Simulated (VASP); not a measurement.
Input of a VASP 6.6.1 run:

INCAR

```
PREC = Accurate
ENCUT = 520
EDIFF = 1E-6
ISMEAR = -1
SIGMA = 0.05
LREAL = F
LASPH = T
NELM = 150
ALGO = Normal
ISIF = 2
LWAVE = F
LCHARG = F
ISPIN = 2
MAGMOM = 1 1
LORBIT = 11
LMAXMIX = 4
GGA = PE
NBANDS = 25
```

KPOINTS

```
regular mesh
0
Gamma
  16 16 16
```

POSCAR

```
Ru
1.0
    0.0000000000      2.6903139182      2.6903139182
    2.6903139182      0.0000000000      2.6903139182
    2.6903139182      2.6903139182      0.0000000000
Ru
2
Direct
    0.1250000000      0.1250000000      0.1250000000
    0.8750000000      0.8750000000      0.8750000000
```

Potentials or basis: VASP PAW PBE potentials, release 64 (Ru_pv).

The run is started by

```bash
$ cat potpaw_PBE.64/Ru_pv/POTCAR > POTCAR
$ mpirun -np 1 vasp_std > vasp.out
```

(1) Predict the pressure.

(2) What does it give for the net moment?

(3) What does it give for the band gap on the k mesh?

Results:

(1) 7.7 GPa.

(2) 0.00 μB per cell.

(3) zero (filled and empty bands overlap).

Caveat: the cell stands under pressure; an empty level that is flat over the whole mesh can mark a ghost state of the potentials, or a narrow d or f band.
